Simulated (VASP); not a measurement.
Input of a VASP 6.6.1 run:

The input INCAR:

```
PREC = Accurate ; ENCUT = 600
EDIFF = 1E-6 ; ISMEAR = 0
SIGMA = 0.05 ; LREAL = False
LASPH = True ; NELM = 100
ALGO = Normal ; ISIF = 4
LWAVE = False ; LCHARG = False
GGA = PE ; IBRION = 2
NSW = 60 ; EDIFFG = -0.01
```

Contents of KPOINTS:

```
Automatic mesh
0
Gamma
  8 8 4
```

File POSCAR:

```
LaFePO
1.0
    3.9762115838      0.0000000000      0.0000000000
    0.0000000000      3.9762115838      0.0000000000
    0.0000000000      0.0000000000      8.6497365694
La Fe P O
2 2 2 2
Direct
    0.5000000000      0.0000000000      0.1500137132
    0.0000000000      0.5000000000      0.8499862868
    0.0000000000      0.0000000000      0.5000000000
    0.5000000000      0.5000000000      0.5000000000
    0.5000000000      0.0000000000      0.6221134461
    0.0000000000      0.5000000000      0.3778865539
    0.0000000000      0.0000000000      0.0000000000
    0.5000000000      0.5000000000      0.0000000000
```

Potentials or basis: VASP PAW PBE potentials, release 64 (La, Fe, P, O).

Command:

```bash
$ cat potpaw_PBE.64/La/POTCAR potpaw_PBE.64/Fe/POTCAR potpaw_PBE.64/P/POTCAR potpaw_PBE.64/O/POTCAR > POTCAR
$ mpirun -np 1 vasp_std > vasp.out
```

Task: What does it give for the band gap on the k mesh?

Result: Zero (bands 30 and 31 overlap by 0.56 eV).

Step by step:
```
step  energy change (eV)  largest force (eV/Å)  pressure (GPa)  volume (Å³)
   1              0.0000                0.2511           -4.35       136.75
   2             -0.0045                0.0345           -3.88       136.75
   3             -0.0046                0.0269           -3.86       136.75
   4             -0.0046                0.0305           -3.82       136.75
   5             -0.0048                0.0128           -3.77       136.75
   6             -0.0049                0.0062           -3.76       136.75
```

Caveat: spin-orbit coupling is left out, which moves the levels of the heavy elements; the run has no spin polarisation, though such a crystal can be magnetic. With open d or f shells a metallic result of PBE can be an artefact of self-interaction; +U or a hybrid may open a gap.
